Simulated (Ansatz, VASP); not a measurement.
AgCl in VASP and in Ansatz

The input INCAR:

```
SYSTEM = AgCl
  ALGO = Normal
  EDIFF = 1E-8
  ENCUT = 400
  GGA = PE
  GGA_COMPAT = .False.
  ISIF = 2
  ISMEAR = -1
  LASPH = .True.
  LCHARG = .False.
  LEFG = .True.
  LREAL = .False.
  LWAVE = .False.
  NBANDS = 16
  NELM = 120
  PREC = Accurate
  SIGMA = 0.02
```

File KPOINTS:

```
k-points
0
Gamma
  8 8 8
  0 0 0
```

File POSCAR:

```
AgCl
1.0
    0.0000000000      2.8008815000      2.7731500000
    2.8008815000      0.0000000000      2.7731500000
    2.8008815000      2.8008815000      0.0000000000
Ag Cl
1 1
Direct
    0.5000000000      0.5000000000      0.5000000000
    0.0000000000      0.0000000000      0.0000000000
```

Input for Ansatz:

```yaml
crystal:
  lattice:
    - [0.0, 2.8008815, 2.77315]
    - [2.8008815, 0.0, 2.77315]
    - [2.8008815, 2.8008815, 0.0]
  atoms:
    - { symbol: Ag, position: [0.5, 0.5, 0.5] }
    - { symbol: Cl, position: [0.0, 0.0, 0.0] }
kpoints:
  mp_grid: { grid: [8, 8, 8] }
scf:
  occupations: { method: fermi_dirac, width: 0.02 }
hamiltonian:
  xc: pbe
  pseudopotentials: { kind: all_electron, datasets: crystal }
output:
  forces: true
  stress: true
  eigenvalues: true
  efg: { contact_densities: true }
```

Change from the starting cell: equal xx and yy strain of +1 %, crystal datasets.

Alike in both runs: task electric field gradients; functional PBE; k mesh 8 × 8 × 8; occupations fermi-dirac, width 0.02 eV; no spin polarisation.

|  | VASP | Ansatz |
| --- | --- | --- |
| version | VASP 6.6.1 | Ansatz 0.2.0 |
| potentials or method | VASP PAW PBE potentials, release 64 (Ag, Cl), cutoff 400 eV | all-electron PAW with datasets made for the crystal, scalar-relativistic |

```csv
,VASP,Ansatz,Ansatz less VASP
gap on the k mesh at the Fermi level (eV),0.88,0.89,+0.006
pressure (GPa),0.4,0.7,+0.31
"traceless stress, the component that is largest in VASP (GPa)",0.13,0.13,+0.007
size of Vzz on the site where it differs most (V/Å²),5.5,4.7,-0.78
```

Ansatz ran all-electron here, and VASP with PAW potentials.
